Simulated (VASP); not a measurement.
# TePb (Fm-3m) in VASP: notebook

The runs below take TePb through single point, with PBE+D4, PBEsol.

All numbers are computed with VASP 6.6.1; they aren't measurements. Logs are shortened: lines on timing, memory, paths and dates and some standing lists are left out, and cuts for length are marked.

### 1 The cell of the first run

Symmetry: Fm-3m, No. 225, cubic system. The conventional cell has a = 6.428 Å, b = 6.428 Å, c = 6.428 Å, α = 90.00°, β = 90.00°, γ = 90.00°. Within 4.2 Å of Pb (site symmetry m-3m) lie 6 Te at 3.21 Å. Within 4.2 Å of Te (site symmetry m-3m) lie 6 Pb at 3.21 Å.

### 2 Single point, PBE+D4 (volume scaled by 0.98)

INCAR

```
PREC = Accurate
ENCUT = 500
EDIFF = 1E-6
ISMEAR = 0
SIGMA = 0.05
LREAL = F
LASPH = T
NELM = 120
ALGO = Normal
ISIF = 2
LWAVE = F
LCHARG = F
GGA = PE
IVDW = 13
NBANDS = 17
GGA_COMPAT = F
```

KPOINTS

```
Automatic mesh
0
Gamma
  6 6 6
```

POSCAR

```
TePb
1.0
    0.0000000000      3.2140514142      3.2140514142
    3.2140514142      0.0000000000      3.2140514142
    3.2140514142      3.2140514142      0.0000000000
Pb Te
1 1
Direct
    0.5000000000      0.5000000000      0.5000000000
    0.0000000000      0.0000000000      0.0000000000
```

Potentials or basis: VASP PAW PBE potentials, release 64 (Pb_d, Te).

Launch:

```bash
$ cat potpaw_PBE.64/Pb_d/POTCAR potpaw_PBE.64/Te/POTCAR > POTCAR
$ mpirun -np 1 vasp_std > vasp.out
```

OUTCAR:

```text
PREC = Accurate
   ENCUT = 500
   EDIFF = 1E-6
   ISMEAR = 0
   LREAL = F
   LASPH = T
   NELM = 120
   ISIF = 2
   GGA = PE
   IVDW = 13

 ion  position               nearest neighbor table
   1  0.500  0.500  0.500-   2 3.21   2 3.21   2 3.21   2 3.21   2 3.21   2 3.21
   2  0.000  0.000  0.000-   1 3.21   1 3.21   1 3.21   1 3.21   1 3.21   1 3.21

  LATTYP: Found a face centered cubic cell.
 ALAT       =     6.4281028284

  Lattice vectors:

 A1 = (   0.0000000000,   3.2140514142,   3.2140514142)
 A2 = (   3.2140514142,   0.0000000000,   3.2140514142)
 A3 = (   3.2140514142,   3.2140514142,   0.0000000000)

Analysis of symmetry for initial positions (statically):
=====================================================================
 Subroutine PRICEL returns:
 Original cell was already a primitive cell.

 Routine SETGRP: Setting up the symmetry group for a
 face centered cubic supercell.

 Subroutine GETGRP returns: Found 48 space group operations
 (whereof 48 operations were pure point group operations)
 out of a pool of 48 trial point group operations.

The static configuration has the point symmetry O_h .

Analysis of symmetry for dynamics (positions and initial velocities):
=====================================================================
 Subroutine PRICEL returns:
 Original cell was already a primitive cell.

 Routine SETGRP: Setting up the symmetry group for a
 face centered cubic supercell.

 Subroutine GETGRP returns: Found 48 space group operations
 (whereof 48 operations were pure point group operations)
 out of a pool of 48 trial point group operations.

The dynamic configuration has the point symmetry O_h .

 Subroutine INISYM returns: Found 48 space group operations
 (whereof 48 operations are pure point group operations),
 and found     1 'primitive' translations

----------------------------------------------------------------------------------------

                                     Primitive cell

  volume of cell :      66.4031

  direct lattice vectors                    reciprocal lattice vectors
     0.000000000  3.214051414  3.214051414    -0.155566895  0.155566895  0.155566895
     3.214051414  0.000000000  3.214051414     0.155566895 -0.155566895  0.155566895
     3.214051414  3.214051414  0.000000000     0.155566895  0.155566895 -0.155566895

  length of vectors
     4.545355100  4.545355100  4.545355100     0.269449767  0.269449767  0.269449767

  position of ions in fractional coordinates (direct lattice)
     0.500000000  0.500000000  0.500000000
     0.000000000  0.000000000  0.000000000

  ion indices of the primitive-cell ions
   primitive index   ion index
                 1           1
                 2           2

----------------------------------------------------------------------------------------

 KPOINTS: Automatic mesh

Automatic generation of k-mesh.
 Grid dimensions read from file:
 generate k-points for:    6    6    6

 Generating k-lattice:

  Cartesian coordinates                     Fractional coordinates (reciprocal lattice)
    -0.025927816  0.025927816  0.025927816     0.166666667  0.000000000  0.000000000
     0.025927816 -0.025927816  0.025927816     0.000000000  0.166666667  0.000000000
     0.025927816  0.025927816 -0.025927816     0.000000000  0.000000000  0.166666667

  Length of vectors
     0.044908294  0.044908294  0.044908294

  Shift w.r.t. Gamma in fractional coordinates (k-lattice)
     0.000000000  0.000000000  0.000000000

 Subroutine IBZKPT returns following result:
 ===========================================

 Found     16 irreducible k-points:

 Following reciprocal coordinates:
            Coordinates               Weight
  0.000000  0.000000  0.000000      1.000000
  0.166667  0.000000  0.000000      8.000000
  0.333333  0.000000  0.000000      8.000000
  0.500000  0.000000  0.000000      4.000000
  0.166667  0.166667  0.000000      6.000000
  0.333333  0.166667  0.000000     24.000000
[... 8 lines left out ...]
 -0.333333  0.333333  0.166667     24.000000
 -0.333333  0.500000  0.166667     12.000000
   k-points           NKPTS =     16   k-points in BZ     NKDIM =     16   number of bands    NBANDS=     17
   number of dos      NEDOS =    301   number of ions     NIONS =      2
   total plane-waves  NPLWV =  46656
   dimension x,y,z NGX =    36 NGY =   36 NGZ =   36
   dimension x,y,z NGXF=    72 NGYF=   72 NGZF=   72
   ions per type =               1   1
   NGX,Y,Z   is equivalent  to a cutoff of  13.17, 13.17, 13.17 a.u.
   NGXF,Y,Z  is equivalent  to a cutoff of  26.33, 26.33, 26.33 a.u.
 SYSTEM =  unknown system
   PREC   = accura    normal or accurate (medium, high low for compatibility)
   ISTART =      0    job   : 0-new  1-cont  2-samecut
   ICHARG =      2    charge: 1-file 2-atom 10-const
   ISPIN  =      1    spin polarized calculation?
   LNONCOLLINEAR =      F non collinear calculations
   LSORBIT =      F    spin-orbit coupling
   LASPH  =      T    aspherical Exc in radial PAW
   ENCUT  =  500.0 eV  36.75 Ry    6.06 a.u.   8.29  8.29  8.29*2*pi/ulx,y,z
   NELM   =    120;   NELMIN=  2; NELMDL= -5     # of ELM steps
   EDIFF  = 0.1E-05   stopping-criterion for ELM
   LREAL  =      F    real-space projection
   EDIFFG = 0.1E-04   stopping-criterion for IOM
   NSW    =      0    number of steps for IOM
   IBRION =     -1    ionic relax: 0-MD 1-quasi-New 2-CG
   NFREE  =      0    steps in history (QN), initial steepest desc. (CG)
   ISIF   =      2    stress and relaxation
   ISYM   =      2    0-nonsym 1-usesym 2-fastsym
   POTIM  = 0.5000    time-step for ionic-motion
   TEBEG  =    0.0;   TEEND  =   0.0 temperature during run
   PSTRESS=    0.0 pullay stress
   NELECT =      20.0000    total number of electrons
   NUPDOWN=      -1.0000    fix difference up-down
   EMIN   =  10.00;   EMAX   =-10.00  energy-range for DOS
   EFERMI =   0.00;   METHOD = LEGACY
   ISMEAR =     0;   SIGMA  =   0.05  broadening in eV -4-tet -1-fermi 0-gaus
   EFERMI_NEDOS =   21; number of points for ismear=-14 and -15
   IALGO  =     38    algorithm
   IMIX   =      4    mixing-type and parameters
     AMIX     =   0.40;   BMIX     =  1.00
     AMIX_MAG =   1.60;   BMIX_MAG =  1.00
  volume/ion in A,a.u.               =      33.20       224.06
  Fermi-wavevector in a.u.,A,eV,Ry     =   1.097376  2.073739 16.384591  1.204233
  Thomas-Fermi vector in A             =   2.233735
   LORBIT       =      0    0 simple, 1 ext, 2 COOP (PROOUT), +10 PAW based schemes
   GGA     = PE    functional components
   LHFCALC =     F    Hartree Fock is set to
   AEXX    =    0.0000 exact exchange contribution
   IVDW    =    13    specifies the selected vdW correction
   LEPSILON=     F    determine dielectric tensor
   LRPA    =     F    only Hartree local field effects (RPA)
 non-spin polarized calculation
 Gauss-broadening in eV      SIGMA  =   0.05
  energy-cutoff  :      500.00
  volume of cell :       66.40
 maximum number of plane-waves:      1700
 NGX is ok and might be reduce to    36
   NGX = 17   NGY = 17   NGZ = 17

 number of electron      20.0000001 magnetization

 Free energy of the ion-electron system (eV)
  ---------------------------------------------------
  ext. energy  EPLUGINS =         0.00000000
  ---------------------------------------------------
  free energy    TOTEN  =        -7.48546415 eV

  energy without entropy =       -7.48546415  energy(sigma->0) =       -7.48546415

 E-fermi :   6.1350     XC(G=0):  -9.3722

 val. band max:        5.8357911642   @ k =   0.5000   0.0000   0.0000
 cond. band min:       6.5362652925   @ k =   0.5000   0.0000   0.0000
 fundamental gap:      0.7004741284
 Fermi energy:         6.1350450238

 k-point     1 :       0.0000    0.0000    0.0000
  band No.  band energies     occupation
      1     -10.9186      2.00000
      2     -10.9186      2.00000
      3     -10.9080      2.00000
      4     -10.9080      2.00000
      5     -10.9080      2.00000
      6      -6.3211      2.00000
[... 9 lines left out ...]
     16      11.5892      0.00000
     17      13.1362      0.00000

 k-point     2 :       0.1667    0.0000    0.0000
  band No.  band energies     occupation
      1     -10.9221      2.00000
      2     -10.9221      2.00000
      3     -10.9073      2.00000
      4     -10.9039      2.00000
      5     -10.9039      2.00000
      6      -6.0793      2.00000
[... 9 lines left out ...]
     16      12.1026      0.00000
     17      14.8392      0.00000

 k-point     3 :       0.3333    0.0000    0.0000
  band No.  band energies     occupation
      1     -10.9304      2.00000
      2     -10.9304      2.00000
      3     -10.9062      2.00000
      4     -10.8944      2.00000
      5     -10.8944      2.00000
      6      -5.4168      2.00000
[... 9 lines left out ...]
     16      13.4738      0.00000
     17      16.9261      0.00000

 k-point     4 :       0.5000    0.0000    0.0000
  band No.  band energies     occupation
      1     -10.9347      2.00000
      2     -10.9347      2.00000
      3     -10.9058      2.00000
      4     -10.8896      2.00000
      5     -10.8896      2.00000
      6      -4.8439      2.00000
[... 9 lines left out ...]
     16      15.0654      0.00000
     17      15.1126      0.00000
[... 183 lines left out ...]
      1     -10.9547      2.00000
      2     -10.9206      2.00000
      3     -10.9079      2.00000
      4     -10.8917      2.00000
      5     -10.8879      2.00000
      6      -4.9306      2.00000
[... 9 lines left out ...]
     16      14.8895      0.00000
     17      15.4092      0.00000

 k-point    15 :      -0.3333    0.3333    0.1667
  band No.  band energies     occupation
      1     -10.9582      2.00000
      2     -10.9237      2.00000
      3     -10.9005      2.00000
      4     -10.8979      2.00000
      5     -10.8840      2.00000
      6      -4.5328      2.00000
[... 9 lines left out ...]
     16      16.0983      0.00000
     17      16.2913      0.00000

 k-point    16 :      -0.3333    0.5000    0.1667
  band No.  band energies     occupation
      1     -10.9723      2.00000
      2     -10.9161      2.00000
      3     -10.9096      2.00000
      4     -10.8904      2.00000
      5     -10.8803      2.00000
      6      -4.4618      2.00000
[... 9 lines left out ...]
     16      16.6057      0.00000
     17      17.4122      0.00000

------------------------ aborting loop because EDIFF is reached ----------------------------------------

  DFT-D4 for vdW energy calculation

  Edisp (eV):   -0.88885

  FORCE on cell =-STRESS in cart. coord.  units (eV):
  Direction    XX          YY          ZZ          XY          YZ          ZX
  --------------------------------------------------------------------------------------
  -------------------------------------------------------------------------------------
  Total       0.34900     0.34900     0.34900     0.00000     0.00000    -0.00000
  in kB       8.42062     8.42062     8.42062     0.00000     0.00000    -0.00000
  external pressure =        8.42 kB  Pullay stress =        0.00 kB

 VOLUME and BASIS-vectors are now :
 -----------------------------------------------------------------------------
  energy-cutoff  :      500.00
  volume of cell :       66.40
      direct lattice vectors                 reciprocal lattice vectors
     0.000000000  3.214051414  3.214051414    -0.155566895  0.155566895  0.155566895
     3.214051414  0.000000000  3.214051414     0.155566895 -0.155566895  0.155566895
     3.214051414  3.214051414  0.000000000     0.155566895  0.155566895 -0.155566895

 POSITION                                       TOTAL-FORCE (eV/Angst)
 -----------------------------------------------------------------------------------
      3.21405      3.21405      3.21405        -0.000000      0.000000     -0.000000
      0.00000      0.00000      0.00000         0.000000      0.000000      0.000000
 -----------------------------------------------------------------------------------
    total drift:                                0.000000      0.000000      0.000000

  FREE ENERGIE OF THE ION-ELECTRON SYSTEM (eV)
  ---------------------------------------------------
  free  energy   TOTEN  =        -8.3743118897 eV

  energy  without entropy=       -8.3743118897  energy(sigma->0) =       -8.37431189
```

It took 20 s on 1 thread of Intel Xeon 6975P-C, shared host; peak memory 0.2 GiB.

What came out:

* Free energy: -8.3743 eV
* Pressure: 0.8 GPa
* Band gap on the k mesh: 0.70 eV, direct
* Dispersion energy per atom: -0.444 eV

Levels at points of the mesh, in eV from the valence-band top:
```csv
k point,band 7,band 8,band 9,band 10,band 11,band 12,band 13,band 14
"(0.00, 0.00, 0.00)",-5.56,-1.41,-1.41,-1.41,4.09,4.09,4.09,5.75
"(0.50, 0.00, 0.00)",-8.68,-0.94,-0.94,0.00,0.70,1.23,1.23,8.40
"(0.50, 0.50, 0.00)",-7.32,-4.63,-2.90,-2.90,3.22,5.53,5.53,6.80
```

Caveat: spin-orbit coupling is left out, which moves the levels of the heavy elements. A k mesh can miss the band edges.

### 3 Single point, PBEsol (volume scaled by 1.04)

INCAR

```
SYSTEM = TePb
PREC = Accurate
ENCUT = 500
EDIFF = 1E-6
ISMEAR = 0
SIGMA = 0.05
LREAL = .FALSE.
LASPH = .TRUE.
NELM = 120
ALGO = Normal
ISIF = 2
LWAVE = .FALSE.
LCHARG = .FALSE.
GGA = PS
NBANDS = 17
GGA_COMPAT = .FALSE.
```

KPOINTS

```
regular mesh
0
G
  6 6 6
  0 0 0
```

POSCAR

```
TePb
1.0
    0.0000000000      3.2651016412      3.2651016412
    3.2651016412      0.0000000000      3.2651016412
    3.2651016412      3.2651016412      0.0000000000
Pb Te
1 1
Direct
    0.5000000000      0.5000000000      0.5000000000
    0.0000000000      0.0000000000      0.0000000000
```

Potentials or basis: VASP PAW PBE potentials, release 64 (Pb_d, Te).

Launch:

```bash
$ cat potpaw_PBE.64/Pb_d/POTCAR potpaw_PBE.64/Te/POTCAR > POTCAR
$ mpirun -np 1 vasp_std > vasp.out
```

Run time: 12 s. Hardware: 1 thread of Intel Xeon Platinum 8559C (Emerald Rapids), shared host; peak memory 0.2 GiB.

Results (log left out):

```yaml
Free_energy: -8.2457 eV
Pressure: -1.7 GPa
Band_gap_on_the_k_mesh: 0.73 eV, direct
```

Levels at points of the mesh, in eV from the valence-band top:
| k point | band 7 | band 8 | band 9 | band 10 | band 11 | band 12 | band 13 | band 14 |
| --- | --- | --- | --- | --- | --- | --- | --- | --- |
| (0.00, 0.00, 0.00) | -5.69 | -1.21 | -1.21 | -1.21 | 4.03 | 4.03 | 4.03 | 5.84 |
| (0.50, 0.00, 0.00) | -8.43 | -0.77 | -0.77 | 0.00 | 0.73 | 1.33 | 1.33 | 8.26 |
| (0.50, 0.50, 0.00) | -7.25 | -4.27 | -2.62 | -2.62 | 3.35 | 5.36 | 5.36 | 6.51 |

Caveat: the PAW data sets were made with another functional, which shifts forces and pressure a little; spin-orbit coupling is left out, which moves the levels of the heavy elements.
